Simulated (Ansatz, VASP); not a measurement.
## One calculation of Al, two programs

INCAR

```
ALGO     = Normal         # electronic algorithm
EDIFF    = 1E-7           # SCF threshold, eV
ENCUT    = 520            # plane-wave cutoff, eV
ISIF     = 2              # what is computed and relaxed
ISMEAR   = 0              # smearing method
LASPH    = T              # aspherical terms in the spheres
LCHARG   = T              # write CHGCAR
LELF     = T              # ELF
LREAL    = F              # projectors in reciprocal space
LVHAR    = T            
LWAVE    = F              # write WAVECAR
NBANDS   = 8              # bands
NELM     = 100            # most SCF steps
PREC     = Accurate       # precision mode
SIGMA    = 0.15           # smearing width, eV
```

Contents of KPOINTS:

```
k-points
0
Gamma
  22 22 22
```

POSCAR

```
Al
1.0
   -1.5657091377      1.5657091377      1.5657091377
    1.5657091377     -1.5657091377      1.5657091377
    1.5657091377      1.5657091377     -1.5657091377
Al
1
Direct
    0.0000000000      0.0000000000      0.0000000000
```

Input for Ansatz:

```yaml
crystal:
  lattice:
    - [-1.5657091377, 1.5657091377, 1.5657091377]
    - [1.5657091377, -1.5657091377, 1.5657091377]
    - [1.5657091377, 1.5657091377, -1.5657091377]
  atoms:
    - { symbol: Al, position: [0.0, 0.0, 0.0] }
basis:
  ecutwfc: 420
kpoints:
  mp_grid: { grid: [22, 22, 22] }
hamiltonian:
  xc: lda
scf:
  occupations: { method: gaussian, width: 0.15 }
output:
  forces: true
  stress: true
  eigenvalues: true
  write_density: true
  write_potential: true
  elf: true
  volumetric_format: npy
```

Alike in both runs: task single point; functional LDA; k mesh 22 × 22 × 22; occupations gaussian, width 0.15 eV; no spin polarisation.

|  | VASP | Ansatz |
| --- | --- | --- |
| version | VASP 6.6.1 | Ansatz 0.2.0 |
| potentials or method | VASP PAW LDA potentials, release 64 (Al), cutoff 520 eV | scalar-relativistic, plane waves, PAW |
| valence electrons in the cell | 3 | 3 |

Ansatz gave:

| Quantity | Value |
| --- | --- |
| gap on the k mesh at the Fermi level (eV) | none |
| pressure (GPa) | 4.5 |

**Question.** What did VASP give for the same quantities?

**Answer.** gap on the k mesh at the Fermi level (eV): none; pressure (GPa): 4.6.

LDA's correlation is that of Perdew and Zunger in VASP and of Perdew and Wang (1992) in Ansatz. A gap of «none» marks a metal or a gap that the smearing closes.
